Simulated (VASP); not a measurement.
# Nb (I4/mmm) in VASP: further runs, part 2 of 2

VASP 6.6.1.

## 4. Single point, PBE (strain +0.025 along x and y, -0.050 along z)

File INCAR:

```
  PREC = Accurate
  ENCUT = 520
  EDIFF = 1E-6
  ISMEAR = 0
  SIGMA = 0.15
  LREAL = False
  LASPH = True
  NELM = 100
  ALGO = Fast
  ISIF = 2
  LWAVE = False
  LCHARG = True
  GGA = PE
  LELF = True
  LVHAR = True
  NBANDS = 12
```

File KPOINTS:

```
regular mesh
0
Gamma
  20 20 20
```

File POSCAR:

```
Nb
1.0
   -1.7055487500      1.7055487500      1.5807525000
    1.7055487500     -1.7055487500      1.5807525000
    1.7055487500      1.7055487500     -1.5807525000
Nb
1
Direct
    0.0000000000      0.0000000000      0.0000000000
```

Potentials or basis: VASP PAW PBE potentials, release 64 (Nb_sv).

The run is started by

```
$ cat potpaw_PBE.64/Nb_sv/POTCAR > POTCAR
$ mpirun -np 1 vasp_std > vasp.out
```

OUTCAR:

```text
PREC = Accurate
   ENCUT = 520
   EDIFF = 1E-6
   ISMEAR = 0
   LREAL = False
   LASPH = True
   NELM = 100
   ISIF = 2
   GGA = PE

 ion  position               nearest neighbor table
   1  0.000  0.000  0.000-

  LATTYP: Found a body centered tetragonal cell.
 ALAT       =     3.4110975000
 C/A-ratio  =     0.9268292683

  Lattice vectors:

 A1 = (  -1.7055487500,   1.7055487500,   1.5807525000)
 A2 = (   1.7055487500,  -1.7055487500,   1.5807525000)
 A3 = (   1.7055487500,   1.7055487500,  -1.5807525000)

Analysis of symmetry for initial positions (statically):
=====================================================================
 Subroutine PRICEL returns:
 Original cell was already a primitive cell.

 Routine SETGRP: Setting up the symmetry group for a
 body centered tetragonal supercell.

 Subroutine GETGRP returns: Found 16 space group operations
 (whereof 16 operations were pure point group operations)
 out of a pool of 16 trial point group operations.

The static configuration has the point symmetry D_4h.

Analysis of symmetry for dynamics (positions and initial velocities):
=====================================================================
 Subroutine PRICEL returns:
 Original cell was already a primitive cell.

 Routine SETGRP: Setting up the symmetry group for a
 body centered tetragonal supercell.

 Subroutine GETGRP returns: Found 16 space group operations
 (whereof 16 operations were pure point group operations)
 out of a pool of 16 trial point group operations.

The dynamic configuration has the point symmetry D_4h.

 Subroutine INISYM returns: Found 16 space group operations
 (whereof 16 operations are pure point group operations),
 and found     1 'primitive' translations

----------------------------------------------------------------------------------------

                                     Primitive cell

  volume of cell :      18.3930

  direct lattice vectors                    reciprocal lattice vectors
    -1.705548750  1.705548750  1.580752500     0.000000000  0.293160779  0.316305051
     1.705548750 -1.705548750  1.580752500     0.293160779  0.000000000  0.316305051
     1.705548750  1.705548750 -1.580752500     0.293160779  0.293160779  0.000000000

  length of vectors
     2.883846657  2.883846657  2.883846657     0.431268046  0.431268046  0.414591949

  position of ions in fractional coordinates (direct lattice)
     0.000000000  0.000000000  0.000000000

  ion indices of the primitive-cell ions
   primitive index   ion index
                 1           1

----------------------------------------------------------------------------------------

 KPOINTS: regular mesh

Automatic generation of k-mesh.
 Grid dimensions read from file:
 generate k-points for:   20   20   20

 Generating k-lattice:

  Cartesian coordinates                     Fractional coordinates (reciprocal lattice)
     0.000000000  0.014658039  0.015815253     0.050000000  0.000000000  0.000000000
     0.014658039  0.000000000  0.015815253     0.000000000  0.050000000  0.000000000
     0.014658039  0.014658039  0.000000000     0.000000000  0.000000000  0.050000000

  Length of vectors
     0.021563402  0.021563402  0.020729597

  Shift w.r.t. Gamma in fractional coordinates (k-lattice)
     0.000000000  0.000000000  0.000000000

 Subroutine IBZKPT returns following result:
 ===========================================

 Found    641 irreducible k-points:

 Following reciprocal coordinates:
            Coordinates               Weight
  0.000000  0.000000  0.000000      1.000000
  0.050000 -0.000000  0.000000      8.000000
  0.100000  0.000000 -0.000000      8.000000
  0.150000  0.000000  0.000000      8.000000
  0.200000  0.000000 -0.000000      8.000000
  0.250000  0.000000  0.000000      8.000000
[... 16 lines left out ...]
 -0.400000  0.050000  0.000000     16.000000
 -0.350000  0.050000  0.000000     16.000000
 [... further k-points ...]
   k-points           NKPTS =    641   k-points in BZ     NKDIM =    641   number of bands    NBANDS=     12
   number of dos      NEDOS =    301   number of ions     NIONS =      1
   total plane-waves  NPLWV =  13824
   dimension x,y,z NGX =    24 NGY =   24 NGZ =   24
   dimension x,y,z NGXF=    48 NGYF=   48 NGZF=   48
   ions per type =               1
   NGX,Y,Z   is equivalent  to a cutoff of  13.84, 13.84, 13.84 a.u.
   NGXF,Y,Z  is equivalent  to a cutoff of  27.67, 27.67, 27.67 a.u.
 SYSTEM =  unknown system
   PREC   = accura    normal or accurate (medium, high low for compatibility)
   ISTART =      0    job   : 0-new  1-cont  2-samecut
   ICHARG =      2    charge: 1-file 2-atom 10-const
   ISPIN  =      1    spin polarized calculation?
   LNONCOLLINEAR =      F non collinear calculations
   LSORBIT =      F    spin-orbit coupling
   LASPH  =      T    aspherical Exc in radial PAW
   ENCUT  =  520.0 eV  38.22 Ry    6.18 a.u.   5.36  5.36  5.36*2*pi/ulx,y,z
   NELM   =    100;   NELMIN=  2; NELMDL= -5     # of ELM steps
   EDIFF  = 0.1E-05   stopping-criterion for ELM
   LREAL  =      F    real-space projection
   EDIFFG = 0.1E-04   stopping-criterion for IOM
   NSW    =      0    number of steps for IOM
   IBRION =     -1    ionic relax: 0-MD 1-quasi-New 2-CG
   NFREE  =      0    steps in history (QN), initial steepest desc. (CG)
   ISIF   =      2    stress and relaxation
   ISYM   =      2    0-nonsym 1-usesym 2-fastsym
   POTIM  = 0.5000    time-step for ionic-motion
   TEBEG  =    0.0;   TEEND  =   0.0 temperature during run
   PSTRESS=    0.0 pullay stress
   NELECT =      13.0000    total number of electrons
   NUPDOWN=      -1.0000    fix difference up-down
   EMIN   =  10.00;   EMAX   =-10.00  energy-range for DOS
   EFERMI =   0.00;   METHOD = LEGACY
   ISMEAR =     0;   SIGMA  =   0.15  broadening in eV -4-tet -1-fermi 0-gaus
   EFERMI_NEDOS =   21; number of points for ismear=-14 and -15
   IALGO  =     68    algorithm
   IMIX   =      4    mixing-type and parameters
     AMIX     =   0.40;   BMIX     =  1.00
     AMIX_MAG =   1.60;   BMIX_MAG =  1.00
  volume/ion in A,a.u.               =      18.39       124.12
  Fermi-wavevector in a.u.,A,eV,Ry     =   1.458272  2.755735 28.933572  2.126558
  Thomas-Fermi vector in A             =   2.574976
   LORBIT       =      0    0 simple, 1 ext, 2 COOP (PROOUT), +10 PAW based schemes
   GGA     = PE    functional components
   LHFCALC =     F    Hartree Fock is set to
   AEXX    =    0.0000 exact exchange contribution
   IVDW    =     0    specifies the selected vdW correction
   LEPSILON=     F    determine dielectric tensor
   LRPA    =     F    only Hartree local field effects (RPA)
 non-spin polarized calculation
 RMM-DIIS sequential band-by-band and
 Gauss-broadening in eV      SIGMA  =   0.15
  energy-cutoff  :      520.00
  volume of cell :       18.39
 maximum number of plane-waves:       517
 NGX is ok and might be reduce to    24
   NGX = 11   NGY = 11   NGZ = 11

 number of electron      13.0000001 magnetization

 Free energy of the ion-electron system (eV)
  ---------------------------------------------------
  ext. energy  EPLUGINS =         0.00000000
  ---------------------------------------------------
  free energy    TOTEN  =       -10.20253799 eV

  energy without entropy =      -10.18573203  energy(sigma->0) =      -10.19413501

 E-fermi :  10.9149     XC(G=0): -12.3906

 val. band max:       10.9139500819   @ k =  -0.4000   0.3000   0.0500
 cond. band min:      10.9174668277   @ k =  -0.1500   0.2500   0.1000
 fundamental gap:      0.0035167458
 Fermi energy:        10.9149218041

 k-point     1 :       0.0000    0.0000    0.0000
  band No.  band energies     occupation
      1     -43.5021      2.00000
      2     -18.8443      2.00000
      3     -18.8443      2.00000
      4     -18.8380      2.00000
      5       4.9848      2.00000
      6      10.7386      1.90358
      7      11.6009      0.00000
      8      11.6009      0.00000
      9      13.4644      0.00000
     10      14.6295      0.00000
     11      24.6581      0.00000
     12      24.6581      0.00000
[... 331 lines left out ...]
 k-point    24 :      -0.3500    0.0500    0.0000
  band No.  band energies     occupation
      1     -43.3328      2.00000
      2     -19.7756      2.00000
      3     -19.1564      2.00000
      4     -18.8877      2.00000
      5       7.4491      2.00000
      6       9.5390      2.00000
      7      11.1528      0.02491
      8      14.0977      0.00000
      9      14.4017      0.00000
     10      14.9912      0.00000
     11      23.8855      0.00000
     12      25.9482      0.00000

 [... further k-points ...]
[... 5 lines left out ...]
  --------------------------------------------------------------------------------------
  -------------------------------------------------------------------------------------
  Total       -0.5063874     -0.5063874      0.2186592      0.0000000     -0.0000000      0.0000000
  in kB      -44.1104359    -44.1104359     19.0469799      0.0000000     -0.0000000      0.0000000
  external PRESSURE =     -23.0579640 kB  Pullay stress =       0.0000000 kB

 VOLUME and BASIS-vectors are now :
 -----------------------------------------------------------------------------
  energy-cutoff  :      520.00
  volume of cell :       18.39
      direct lattice vectors                 reciprocal lattice vectors
    -1.705548750  1.705548750  1.580752500     0.000000000  0.293160779  0.316305051
     1.705548750 -1.705548750  1.580752500     0.293160779  0.000000000  0.316305051
     1.705548750  1.705548750 -1.580752500     0.293160779  0.293160779  0.000000000

 POSITION                                       TOTAL-FORCE (eV/Angst)
 -----------------------------------------------------------------------------------
      0.00000      0.00000      0.00000         0.000000     -0.000000     -0.000000
 -----------------------------------------------------------------------------------
    total drift:                                0.000000      0.000000     -0.000000

  FREE ENERGIE OF THE ION-ELECTRON SYSTEM (eV)
  ---------------------------------------------------
  free  energy   TOTEN  =       -10.2025379902 eV

  energy  without entropy=      -10.1857320289  energy(sigma->0) =      -10.19413501
```

OSZICAR:

```text
N       E                     dE             d eps       ncg     rms          rms(c)
DAV:   1     0.117553420786E+03    0.11755E+03   -0.72885E+03 15424   0.108E+03
DAV:   2    -0.576145185445E+01   -0.12331E+03   -0.11891E+03 16628   0.390E+02
DAV:   3    -0.103438772621E+02   -0.45824E+01   -0.43649E+01 22292   0.655E+01
DAV:   4    -0.106272071489E+02   -0.28333E+00   -0.28121E+00 21660   0.147E+01
[... 11 lines left out ...]
RMM:  16    -0.102025420000E+02   -0.11502E-04   -0.85818E-05 22776   0.525E-02    0.795E-02
RMM:  17    -0.102025398182E+02    0.21817E-05   -0.42553E-05 22872   0.588E-02    0.508E-02
RMM:  18    -0.102025366618E+02    0.31564E-05   -0.26302E-05 20555   0.492E-02    0.319E-02
RMM:  19    -0.102025370047E+02   -0.34285E-06   -0.17747E-05 21279   0.464E-02    0.111E-02
RMM:  20    -0.102025379902E+02   -0.98554E-06   -0.78663E-06 15941   0.273E-02
   1 F= -.10202538E+02 E0= -.10194135E+02  d E =-.168060E-01
```

stdout:

```text
POSCAR found type information on POSCAR Nb
 POSCAR found :  1 types and       1 ions
 scaLAPACK will be used
 LDA part: xc-table for (Slater+PW92), standard interpolation
 POSCAR, INCAR and KPOINTS ok, starting setup
 FFT: planning ... GRIDC
 FFT: planning ... GRID_SOFT
 FFT: planning ... GRID
 WAVECAR not read
 entering main loop
```

Wall time 2.3 min (1 thread of Intel Xeon Platinum 8488C (Sapphire Rapids), shared host); peak memory 0.25 GiB.

What came out:

| Quantity | Value |
| --- | --- |
| Free energy | -10.2025 eV |
| Pressure | -2.3 GPa |

Caveat: the cell differs from its parent crystal (strain +0.025 along x and y, -0.050 along z).

## 5. Single point, PBE (strain +0.050 along x and y, -0.050 along z)

File INCAR:

```
SYSTEM = Nb
PREC = Accurate
ENCUT = 520
EDIFF = 1E-6
ISMEAR = 0
SIGMA = 0.15
LREAL = .False.
LASPH = .True.
NELM = 60
ALGO = Fast
ISIF = 2
LWAVE = .False.
LCHARG = .False.
GGA = PE
NBANDS = 12
```

File KPOINTS:

```
regular mesh
0
Gamma
  20 20 20
  0 0 0
```

File POSCAR:

```
Nb
1.0
   -1.7471475000      1.7471475000      1.5807525000
    1.7471475000     -1.7471475000      1.5807525000
    1.7471475000      1.7471475000     -1.5807525000
Nb
1
Direct
    0.0000000000      0.0000000000      0.0000000000
```

Potentials or basis: VASP PAW PBE potentials, release 64 (Nb_sv).

The run is started by

```
$ cat potpaw_PBE.64/Nb_sv/POTCAR > POTCAR
$ mpirun -np 1 vasp_std > vasp.out
```

OUTCAR:

```text
SYSTEM = Nb
   PREC = Accurate
   ENCUT = 520
   EDIFF = 1E-6
   ISMEAR = 0
   LREAL = .False.
   LASPH = .True.
   NELM = 60
   ISIF = 2
   GGA = PE

 ion  position               nearest neighbor table
   1  0.000  0.000  0.000-

  LATTYP: Found a body centered tetragonal cell.
 ALAT       =     3.4942950000
 C/A-ratio  =     0.9047619048

  Lattice vectors:

 A1 = (  -1.7471475000,   1.7471475000,   1.5807525000)
 A2 = (   1.7471475000,  -1.7471475000,   1.5807525000)
 A3 = (   1.7471475000,   1.7471475000,  -1.5807525000)
[... 532 lines left out ...]
      4     -19.7008      2.00000
      5       6.9125      2.00000
      6       8.9522      2.00000
      7      10.4783      0.07972
      8      13.3425      0.00000
      9      13.5568      0.00000
     10      14.1116      0.00000
     11      22.8572      0.00000
     12      24.9270      0.00000

 [... further k-points ...]
[... 5 lines left out ...]
  --------------------------------------------------------------------------------------
  -------------------------------------------------------------------------------------
  Total       -1.3948244     -1.3948244     -0.4983085      0.0000000      0.0000000      0.0000000
  in kB     -115.7836195   -115.7836195    -41.3643180      0.0000000      0.0000000      0.0000000
  external PRESSURE =     -90.9771857 kB  Pullay stress =       0.0000000 kB

 VOLUME and BASIS-vectors are now :
 -----------------------------------------------------------------------------
  energy-cutoff  :      520.00
  volume of cell :       19.30
      direct lattice vectors                 reciprocal lattice vectors
    -1.747147500  1.747147500  1.580752500     0.000000000  0.286180760  0.316305051
     1.747147500 -1.747147500  1.580752500     0.286180760  0.000000000  0.316305051
     1.747147500  1.747147500 -1.580752500     0.286180760  0.286180760  0.000000000

 POSITION                                       TOTAL-FORCE (eV/Angst)
 -----------------------------------------------------------------------------------
      0.00000      0.00000      0.00000        -0.000000      0.000000     -0.000000
 -----------------------------------------------------------------------------------
    total drift:                                0.000000      0.000000      0.000000

  FREE ENERGIE OF THE ION-ELECTRON SYSTEM (eV)
  ---------------------------------------------------
  free  energy   TOTEN  =       -10.1570366627 eV

  energy  without entropy=      -10.1402854253  energy(sigma->0) =      -10.14866104
```

stdout:

```text
POSCAR found type information on POSCAR Nb
 POSCAR found :  1 types and       1 ions
 scaLAPACK will be used
 LDA part: xc-table for (Slater+PW92), standard interpolation
 POSCAR, INCAR and KPOINTS ok, starting setup
 FFT: planning ... GRIDC
 FFT: planning ... GRID_SOFT
 FFT: planning ... GRID
 WAVECAR not read
 entering main loop
WARNING in EDDRMM: call to ZHEGV failed, returncode =   8  4      6
WARNING in EDDRMM: call to ZHEGV failed, returncode =   8  4      6
WARNING in EDDRMM: call to ZHEGV failed, returncode =   6  3     10
WARNING in EDDRMM: call to ZHEGV failed, returncode =   8  4     12
WARNING in EDDRMM: call to ZHEGV failed, returncode =   6  3      6
WARNING in EDDRMM: call to ZHEGV failed, returncode =   6  3     11
```

It took 3.1 min on 1 thread of Intel Xeon Platinum 8259CL at 2.50GHz (Skylake/Cascade Lake), shared host; peak memory 0.26 GiB.

Results:

* Free energy: -10.1570 eV
* Pressure: -9.1 GPa

Stress tensor (GPa, compression positive):
```
-11.58   0.00   0.00
  0.00 -11.58   0.00
  0.00   0.00  -4.14
```

Caveat: the cell differs from its parent crystal (strain +0.050 along x and y, -0.050 along z).

## 6. The runs side by side

```tsv
cell	further INCAR settings	gap on the mesh (eV)	pressure (GPa)
a = 2.837 Å, angles 112.3, 112.3, 104.0°, 1 atom	ALGO = Fast; EDIFF = 1e-07; NBANDS = 12	none	7.4
a = 2.884 Å, angles 111.5, 111.5, 105.4°, 1 atom	ALGO = Fast; EDIFF = 1e-06; NBANDS = 12	none	-2.3
a = 2.884 Å, angles 107.5, 107.5, 113.5°, 1 atom	ALGO = Fast; EDIFF = 1e-06; NBANDS = 12	none	-2.3
a = 2.933 Å, angles 106.9, 106.9, 114.8°, 1 atom	ALGO = Fast; EDIFF = 1e-06; NBANDS = 12	none	-9.1
```

Alike in all rows: task single point; level PBE; potentials or basis VASP PAW PBE potentials, release 64 (Nb_sv); no spin polarisation; k mesh 20 × 20 × 20; cutoff (eV) 520; smearing gaussian 0.15 eV.

Total energies depend on the potentials used, so only differences within one code and one set of settings carry meaning.
